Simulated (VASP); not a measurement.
# Hf3AlN4 (P4/mmm) in VASP: notebook

Hf3AlN4 is run at these levels: PBE; tasks: single point, relaxation of cell and atoms.

The COD entry that gives the cell may itself be a prediction, so a difference from it is no test against experiment.

Program: VASP 6.6.1. These are calculated values, not measurements. Logs are shortened: lines on timing, memory, paths and dates and some standing lists are left out, and cuts for length are marked.

### 1 The cell of the first run

Symmetry: P4/mmm, No. 123, tetragonal system. Conventional cell: a = 3.168 Å, b = 3.168 Å, c = 8.888 Å, α = 90.00°, β = 90.00°, γ = 90.00°. Within 2.9 Å of Hf (site symmetry 4mm) lie 6 N at 2.22 to 2.25 Å. Within 3.0 Å of Hf (site symmetry 4/mmm) lie 6 N at 2.24 to 2.43 Å. Within 2.7 Å of Al (site symmetry 4/mmm) lie 6 N at 2.02 to 2.24 Å. Within 2.9 Å of N (site symmetry 4/mmm) lie 2 Hf at 2.22 Å and 4 Al at 2.24 Å. Within 2.7 Å of N (site symmetry 4mm) lie 1 Al at 2.02 Å and 5 Hf at 2.25 to 2.43 Å. Within 2.9 Å of N (site symmetry 4/mmm) lie 6 Hf at 2.22 to 2.24 Å.

### 2 Single point, PBE

INCAR

```
SYSTEM = Hf3AlN4
  PREC = Accurate
  ENCUT = 520
  EDIFF = 1E-6
  ISMEAR = 0
  SIGMA = 0.1
  LREAL = .FALSE.
  LASPH = .TRUE.
  NELM = 60
  ALGO = Normal
  ISIF = 2
  LWAVE = .FALSE.
  LCHARG = .TRUE.
  GGA = PE
  LELF = .TRUE.
  LVHAR = .TRUE.
  NBANDS = 36
```

KPOINTS

```
Automatic mesh
0
G
  6 6 2
  0 0 0
```

POSCAR

```
Hf3AlN4
1.0
    3.1684520277      0.0000000000      0.0000000000
    0.0000000000      3.1684520277      0.0000000000
    0.0000000000      0.0000000000      8.8884803912
Hf Al N
3 1 4
Direct
    0.0000000000      0.0000000000      0.7497865494
    0.0000000000      0.0000000000      0.2502134506
    0.5000000000      0.5000000000      0.5000000000
    0.5000000000      0.5000000000      0.0000000000
    0.0000000000      0.0000000000      0.0000000000
    0.5000000000      0.5000000000      0.2267016516
    0.0000000000      0.0000000000      0.5000000000
    0.5000000000      0.5000000000      0.7732983484
```

Potentials or basis: VASP PAW PBE potentials, release 64 (Hf_pv, Al, N).

On the command line:

```console
$ cat potpaw_PBE.64/Hf_pv/POTCAR potpaw_PBE.64/Al/POTCAR potpaw_PBE.64/N/POTCAR > POTCAR
$ mpirun -np 1 vasp_std > vasp.out
```

OUTCAR:

```text
SYSTEM = Hf3AlN4
   PREC = Accurate
   ENCUT = 520
   EDIFF = 1E-6
   ISMEAR = 0
   LREAL = .FALSE.
   LASPH = .TRUE.
   NELM = 60
   ISIF = 2
   GGA = PE

 ion  position               nearest neighbor table
   1  0.000  0.000  0.750-   7 2.22   5 2.22   8 2.25   8 2.25   8 2.25   8 2.25   3 3.15   3 3.15
                             3 3.15   3 3.15   4 3.16   4 3.16   4 3.16   4 3.16
   2  0.000  0.000  0.250-   7 2.22   5 2.22   6 2.25   6 2.25   6 2.25   6 2.25   3 3.15   3 3.15
                             3 3.15   3 3.15   4 3.16   4 3.16   4 3.16   4 3.16
   3  0.500  0.500  0.500-   7 2.24   7 2.24   7 2.24   7 2.24   8 2.43   6 2.43   2 3.15   2 3.15
                             1 3.15   2 3.15   1 3.15   1 3.15   2 3.15   1 3.15
   4  0.500  0.500  0.000-   6 2.02   8 2.02   5 2.24   5 2.24   5 2.24   5 2.24   2 3.16   2 3.16
                             1 3.16   2 3.16   1 3.16   1 3.16   2 3.16   1 3.16
   5  0.000  0.000  0.000-   1 2.22   2 2.22   4 2.24   4 2.24   4 2.24   4 2.24
   6  0.500  0.500  0.227-   4 2.02   2 2.25   2 2.25   2 2.25   2 2.25   3 2.43
   7  0.000  0.000  0.500-   1 2.22   2 2.22   3 2.24   3 2.24   3 2.24   3 2.24
   8  0.500  0.500  0.773-   4 2.02   1 2.25   1 2.25   1 2.25   1 2.25   3 2.43

  LATTYP: Found a simple tetragonal cell.
 ALAT       =     3.1684520277
 C/A-ratio  =     2.8053069175

  Lattice vectors:

 A1 = (   3.1684520277,   0.0000000000,   0.0000000000)
 A2 = (   0.0000000000,   3.1684520277,   0.0000000000)
 A3 = (   0.0000000000,   0.0000000000,   8.8884803912)

Analysis of symmetry for initial positions (statically):
=====================================================================
 Subroutine PRICEL returns:
 Original cell was already a primitive cell.

 Routine SETGRP: Setting up the symmetry group for a
 simple tetragonal supercell.

 Subroutine GETGRP returns: Found 16 space group operations
 (whereof 16 operations were pure point group operations)
 out of a pool of 16 trial point group operations.

The static configuration has the point symmetry D_4h.

Analysis of symmetry for dynamics (positions and initial velocities):
=====================================================================
 Subroutine PRICEL returns:
 Original cell was already a primitive cell.

 Routine SETGRP: Setting up the symmetry group for a
 simple tetragonal supercell.

 Subroutine GETGRP returns: Found 16 space group operations
 (whereof 16 operations were pure point group operations)
 out of a pool of 16 trial point group operations.

The dynamic configuration has the point symmetry D_4h.

 Subroutine INISYM returns: Found 16 space group operations
 (whereof 16 operations are pure point group operations),
 and found     1 'primitive' translations

----------------------------------------------------------------------------------------

                                     Primitive cell

  volume of cell :      89.2322

  direct lattice vectors                    reciprocal lattice vectors
     3.168452028  0.000000000  0.000000000     0.315611532  0.000000000  0.000000000
     0.000000000  3.168452028  0.000000000     0.000000000  0.315611532  0.000000000
     0.000000000  0.000000000  8.888480391     0.000000000  0.000000000  0.112505170

  length of vectors
     3.168452028  3.168452028  8.888480391     0.315611532  0.315611532  0.112505170

  position of ions in fractional coordinates (direct lattice)
     0.000000000  0.000000000  0.749786549
     0.000000000  0.000000000  0.250213451
     0.500000000  0.500000000  0.500000000
     0.500000000  0.500000000  0.000000000
     0.000000000  0.000000000  0.000000000
     0.500000000  0.500000000  0.226701652
     0.000000000  0.000000000  0.500000000
     0.500000000  0.500000000  0.773298348

  ion indices of the primitive-cell ions
   primitive index   ion index
                 1           1
                 2           2
                 3           3
                 4           4
                 5           5
                 6           6
                 7           7
                 8           8

----------------------------------------------------------------------------------------

 KPOINTS: Automatic mesh

Automatic generation of k-mesh.
 Grid dimensions read from file:
 generate k-points for:    6    6    2

 Generating k-lattice:

  Cartesian coordinates                     Fractional coordinates (reciprocal lattice)
     0.052601922  0.000000000  0.000000000     0.166666667  0.000000000  0.000000000
     0.000000000  0.052601922  0.000000000     0.000000000  0.166666667  0.000000000
     0.000000000  0.000000000  0.056252585     0.000000000  0.000000000  0.500000000

  Length of vectors
     0.052601922  0.052601922  0.056252585

  Shift w.r.t. Gamma in fractional coordinates (k-lattice)
     0.000000000  0.000000000  0.000000000

 Subroutine IBZKPT returns following result:
 ===========================================

 Found     20 irreducible k-points:

 Following reciprocal coordinates:
            Coordinates               Weight
  0.000000  0.000000  0.000000      1.000000
  0.166667  0.000000  0.000000      4.000000
  0.333333  0.000000  0.000000      4.000000
  0.500000  0.000000  0.000000      2.000000
  0.166667  0.166667  0.000000      4.000000
  0.333333  0.166667  0.000000      8.000000
[... 12 lines left out ...]
  0.500000  0.333333  0.500000      4.000000
  0.500000  0.500000  0.500000      1.000000
   k-points           NKPTS =     20   k-points in BZ     NKDIM =     20   number of bands    NBANDS=     36
   number of dos      NEDOS =    301   number of ions     NIONS =      8
   total plane-waves  NPLWV =  40320
   dimension x,y,z NGX =    24 NGY =   24 NGZ =   70
   dimension x,y,z NGXF=    48 NGYF=   48 NGZF=  140
   ions per type =               3   1   4
   NGX,Y,Z   is equivalent  to a cutoff of  12.59, 12.59, 13.09 a.u.
   NGXF,Y,Z  is equivalent  to a cutoff of  25.19, 25.19, 26.18 a.u.
 SYSTEM =  Hf3AlN4
   PREC   = accura    normal or accurate (medium, high low for compatibility)
   ISTART =      0    job   : 0-new  1-cont  2-samecut
   ICHARG =      2    charge: 1-file 2-atom 10-const
   ISPIN  =      1    spin polarized calculation?
   LNONCOLLINEAR =      F non collinear calculations
   LSORBIT =      F    spin-orbit coupling
   LASPH  =      T    aspherical Exc in radial PAW
   ENCUT  =  520.0 eV  38.22 Ry    6.18 a.u.   5.89  5.89 16.53*2*pi/ulx,y,z
   NELM   =     60;   NELMIN=  2; NELMDL= -5     # of ELM steps
   EDIFF  = 0.1E-05   stopping-criterion for ELM
   LREAL  =      F    real-space projection
   EDIFFG = 0.1E-04   stopping-criterion for IOM
   NSW    =      0    number of steps for IOM
   IBRION =     -1    ionic relax: 0-MD 1-quasi-New 2-CG
   NFREE  =      0    steps in history (QN), initial steepest desc. (CG)
   ISIF   =      2    stress and relaxation
   ISYM   =      2    0-nonsym 1-usesym 2-fastsym
   POTIM  = 0.5000    time-step for ionic-motion
   TEBEG  =    0.0;   TEEND  =   0.0 temperature during run
   PSTRESS=    0.0 pullay stress
   NELECT =      53.0000    total number of electrons
   NUPDOWN=      -1.0000    fix difference up-down
   EMIN   =  10.00;   EMAX   =-10.00  energy-range for DOS
   EFERMI =   0.00;   METHOD = LEGACY
   ISMEAR =     0;   SIGMA  =   0.10  broadening in eV -4-tet -1-fermi 0-gaus
   EFERMI_NEDOS =   21; number of points for ismear=-14 and -15
   IALGO  =     38    algorithm
   IMIX   =      4    mixing-type and parameters
     AMIX     =   0.40;   BMIX     =  1.00
     AMIX_MAG =   1.60;   BMIX_MAG =  1.00
  volume/ion in A,a.u.               =      11.15        75.27
  Fermi-wavevector in a.u.,A,eV,Ry     =   1.376130  2.600509 25.765820  1.893734
  Thomas-Fermi vector in A             =   2.501403
   LORBIT       =      0    0 simple, 1 ext, 2 COOP (PROOUT), +10 PAW based schemes
   GGA     = PE    functional components
   LHFCALC =     F    Hartree Fock is set to
   AEXX    =    0.0000 exact exchange contribution
   IVDW    =     0    specifies the selected vdW correction
   LEPSILON=     F    determine dielectric tensor
   LRPA    =     F    only Hartree local field effects (RPA)
 non-spin polarized calculation
 Gauss-broadening in eV      SIGMA  =   0.10
  energy-cutoff  :      520.00
  volume of cell :       89.23
 maximum number of plane-waves:      2432
 NGX is ok and might be reduce to    24
   NGX = 11   NGY = 11   NGZ = 33

 number of electron      52.9999988 magnetization

 Free energy of the ion-electron system (eV)
  ---------------------------------------------------
  ext. energy  EPLUGINS =         0.00000000
  ---------------------------------------------------
  free energy    TOTEN  =       -78.90326224 eV

  energy without entropy =      -78.89376884  energy(sigma->0) =      -78.89851554

 E-fermi :   8.8376     XC(G=0): -12.4288

 val. band max:        8.7788171340   @ k =   0.1667   0.0000   0.0000
 cond. band min:       8.8631135198   @ k =   0.1667   0.0000   0.5000
 fundamental gap:      0.0842963858
 Fermi energy:         8.8375557927

 k-point     1 :       0.0000    0.0000    0.0000
  band No.  band energies     occupation
      1     -23.1106      2.00000
      2     -22.8814      2.00000
      3     -22.6614      2.00000
      4     -22.6614      2.00000
      5     -22.5602      2.00000
      6     -22.5602      2.00000
[... 28 lines left out ...]
     35      12.1018      0.00000
     36      12.2202      0.00000

 k-point     2 :       0.1667    0.0000    0.0000
  band No.  band energies     occupation
      1     -23.0857      2.00000
      2     -22.9747      2.00000
      3     -22.7409      2.00000
      4     -22.7385      2.00000
      5     -22.6279      2.00000
      6     -22.5424      2.00000
[... 28 lines left out ...]
     35      12.9659      0.00000
     36      13.0016      0.00000
[... 661 lines left out ...]
     35      13.7000      0.00000
     36      13.7585      0.00000

 k-point    20 :       0.5000    0.5000    0.5000
  band No.  band energies     occupation
      1     -23.1591      2.00000
      2     -23.1591      2.00000
      3     -22.9878      2.00000
      4     -22.9878      2.00000
      5     -22.7732      2.00000
      6     -22.7732      2.00000
[... 28 lines left out ...]
     35      14.2073      0.00000
     36      14.6328      0.00000

------------------------ aborting loop because EDIFF is reached ----------------------------------------

  FORCE on cell =-STRESS in cart. coord.  units (eV):
  Direction    XX          YY          ZZ          XY          YZ          ZX
  --------------------------------------------------------------------------------------
  -------------------------------------------------------------------------------------
  Total       -1.0773320     -1.0773320     -1.0824142      0.0000000     -0.0000000      0.0000000
  in kB      -19.3436466    -19.3436466    -19.4348987      0.0000000     -0.0000000      0.0000000
  external PRESSURE =     -19.3740640 kB  Pullay stress =       0.0000000 kB

 VOLUME and BASIS-vectors are now :
 -----------------------------------------------------------------------------
  energy-cutoff  :      520.00
  volume of cell :       89.23
      direct lattice vectors                 reciprocal lattice vectors
     3.168452028  0.000000000  0.000000000     0.315611532  0.000000000  0.000000000
     0.000000000  3.168452028  0.000000000     0.000000000  0.315611532  0.000000000
     0.000000000  0.000000000  8.888480391     0.000000000  0.000000000  0.112505170

 POSITION                                       TOTAL-FORCE (eV/Angst)
 -----------------------------------------------------------------------------------
      0.00000      0.00000      6.66446         0.000000      0.000000      0.029149
      0.00000      0.00000      2.22402         0.000000      0.000000     -0.029149
      1.58423      1.58423      4.44424         0.000000      0.000000     -0.000000
      1.58423      1.58423      0.00000         0.000000      0.000000     -0.000000
      0.00000      0.00000      0.00000         0.000000      0.000000     -0.000000
      1.58423      1.58423      2.01503        -0.000000      0.000000      0.074846
      0.00000      0.00000      4.44424         0.000000      0.000000     -0.000000
      1.58423      1.58423      6.87345         0.000000     -0.000000     -0.074846
 -----------------------------------------------------------------------------------
    total drift:                                0.000000     -0.000000     -0.000000

  FREE ENERGIE OF THE ION-ELECTRON SYSTEM (eV)
  ---------------------------------------------------
  free  energy   TOTEN  =       -78.9032622350 eV

  energy  without entropy=      -78.8937688394  energy(sigma->0) =      -78.89851554
```

Wall time 58 s (1 thread of Intel Xeon Platinum 8375C at 2.90GHz (Ice Lake), shared host); peak memory 0.22 GiB.

Results:

```
Free energy   : -78.9033 eV
Pressure      : -1.9 GPa
Largest force : 0.075 eV/Å
```

Forces in eV/Å, atoms in the order of the input:
```
Hf   0.000  0.000  0.029
Hf   0.000  0.000 -0.029
Hf   0.000  0.000  0.000
Al   0.000  0.000  0.000
N    0.000  0.000  0.000
N    0.000  0.000  0.075
N    0.000  0.000  0.000
N    0.000  0.000 -0.075
```

Levels at points of the mesh, in eV from the Fermi level:
```csv
k point,band 23,band 24,band 25,band 26,band 27,band 28,band 29,band 30,band 31,band 32
"(0.00, 0.00, 0.00)",-3.56,-2.80,-2.70,-2.70,-2.50,-1.25,0.09,0.09,0.56,2.19
"(0.50, 0.00, 0.00)",-4.59,-4.29,-3.41,1.37,1.88,2.13,2.30,2.42,2.57,3.29
"(0.50, 0.50, 0.00)",-3.70,-3.70,-3.42,-3.42,-3.26,1.40,1.40,1.51,3.46,3.46
"(0.00, 0.00, 0.50)",-3.46,-3.46,-2.92,-2.92,-2.61,-1.12,0.59,0.59,1.46,2.20
"(0.50, 0.00, 0.50)",-4.69,-4.15,-3.45,1.10,1.33,2.51,2.54,2.91,3.06,3.09
"(0.50, 0.50, 0.50)",-4.51,-4.51,-4.36,-2.30,-2.30,0.22,0.22,2.41,4.30,4.69
```

Caveat: spin-orbit coupling is left out, which moves the levels of the heavy elements.

(Continued in part 2 of 2.)
